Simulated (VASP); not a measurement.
Write the native input for VASP 6.6.1 that does the following.

```
Task                   : single point
Functional             : PBEsol
Potentials or basis    : VASP PAW PBE potentials, release 64 (N, Ga_d)
Cutoff                 : 520 eV
k mesh                 : 9 × 9 × 1
Occupations            : gaussian, width 0.05 eV
Spin                   : no spin polarisation
Dipole correction      : yes
Further INCAR settings : ALGO = Normal; EDIFF = 1e-06; NBANDS = 46
```

The structure of GaN lies in POSCAR:

```
GaN
1.0
    3.1825784895      0.0000000000      0.0000000000
   -1.5912892448      2.7561938215      0.0000000000
    0.0000000000      0.0000000000     25.4179595787
N Ga
4 4
Direct
    0.3333333333      0.6666666667      0.3344092186
    0.6666666667      0.3333333333      0.4364124116
    0.3333333333      0.6666666667      0.5410116118
    0.6666666667      0.3333333333      0.6434828093
    0.6666666667      0.3333333333      0.3595812022
    0.3333333333      0.6666666667      0.4615843953
    0.6666666667      0.3333333333      0.5627950788
    0.3333333333      0.6666666667      0.6658294629
```

These files were run (other wordings do the same):

INCAR

```
PREC = Accurate
ENCUT = 520
EDIFF = 1E-6
ISMEAR = 0
SIGMA = 0.05
LREAL = F
LASPH = T
NELM = 80
ALGO = Normal
ISIF = 2
LWAVE = F
LCHARG = F
LDIPOL = T
IDIPOL = 3
DIPOL = 0.5 0.5 0.501
GGA = PS
NBANDS = 46
```

KPOINTS

```
Automatic mesh
0
Gamma
  9 9 1
```

Potentials or basis: VASP PAW PBE potentials, release 64 (N, Ga_d).

Command:

```sh
$ cat potpaw_PBE.64/N/POTCAR potpaw_PBE.64/Ga_d/POTCAR > POTCAR
$ mpirun -np 1 vasp_std > vasp.out
```

Results of the run:

- Largest force: 2.389 eV/Å
- Band gap on the k mesh: zero (bands 36 and 37 overlap by 0.60 eV)

Caveat: the PAW data sets were made with another functional, which shifts forces and pressure a little.

Wall time 2.3 min on 1 thread of Intel(R) Xeon(R) 6975P-C (Granite Rapids), with other jobs on the host, peak memory 0.36 GiB.
